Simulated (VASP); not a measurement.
A run of VASP 6.6.1 is set up as follows.

The input INCAR:

```
PREC     = Accurate       # precision mode
ENCUT    = 520            # plane-wave cutoff, eV
EDIFF    = 1E-7           # SCF threshold, eV
ISMEAR   = -1             # smearing method
SIGMA    = 0.05           # smearing width, eV
LREAL    = F              # projectors in reciprocal space
LASPH    = T              # aspherical terms in the spheres
NELM     = 80             # most SCF steps
ALGO     = Normal         # electronic algorithm
ISIF     = 2              # what is computed and relaxed
LWAVE    = F              # write WAVECAR
LCHARG   = T              # write CHGCAR
GGA      = PE             # functional
LELF     = T              # ELF
LVHAR    = T            
NBANDS   = 42             # bands
```

KPOINTS

```
Automatic mesh
0
Gamma
  5 5 5
```

Contents of POSCAR:

```
BaCa3O4
1.0
    5.0739614368      0.0000000000      0.0000000000
    0.0000000000      5.0739614368      0.0000000000
    0.0000000000      0.0000000000      5.0739614368
Ba Ca O
1 3 4
Direct
    0.5000000000      0.5000000000      0.5000000000
    0.5000000000      0.0000000000      0.0000000000
    0.0000000000      0.5000000000      0.0000000000
    0.0000000000      0.0000000000      0.5000000000
    0.0000000000      0.5000000000      0.5000000000
    0.5000000000      0.0000000000      0.5000000000
    0.5000000000      0.5000000000      0.0000000000
    0.0000000000      0.0000000000      0.0000000000
```

Potentials or basis: VASP PAW PBE potentials, release 64 (Ba_sv, Ca_sv, O).

Run with:

```bash
$ cat potpaw_PBE.64/Ba_sv/POTCAR potpaw_PBE.64/Ca_sv/POTCAR potpaw_PBE.64/O/POTCAR > POTCAR
$ mpirun -np 1 vasp_std > vasp.out
```

(1) What does it give for the pressure?

(2) Predict the band gap on the k mesh.

Results:

(1) 1.8 GPa.

(2) 2.27 eV.

Caveat: spin-orbit coupling is left out, which moves the levels of the heavy elements; an odd mesh through Γ misses points on the zone boundary, where band edges can lie.
